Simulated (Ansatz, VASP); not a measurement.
Two plane-wave programs on AlP

```
Al P
1.0
     0.00000    2.75359    2.75359
     2.75359    0.00000    2.75359
     2.75359    2.75359    0.00000
Al P
1 1
Direct
  0.00000 0.00000 0.00000
  0.75000 0.75000 0.75000
```

Alike in both runs: functional PBE; k mesh 8 × 8 × 8; occupations gaussian, width 0.02 eV; no spin polarisation.

Ansatz relaxed the structure, and its values are those at the end. VASP's run is a single point on that final structure, the one shown.

|  | VASP | Ansatz |
| --- | --- | --- |
| version | VASP 6.6.1 | Ansatz 0.2.0 |
| potentials or method | VASP PAW PBE potentials, release 64 (Al, P), cutoff 500 eV | scalar-relativistic, plane waves, PAW |
| valence electrons in the cell | 8 | 8 |

|  | VASP | Ansatz | Ansatz less VASP |
| --- | --- | --- | --- |
| gap on the k mesh at the Fermi level (eV) | 1.63 | 1.63 | +0.002 |
| least direct gap on the mesh (eV) | 3.09 | 3.09 | +0.002 |
| pressure (GPa) | -0.1 | 0.0 | +0.09 |
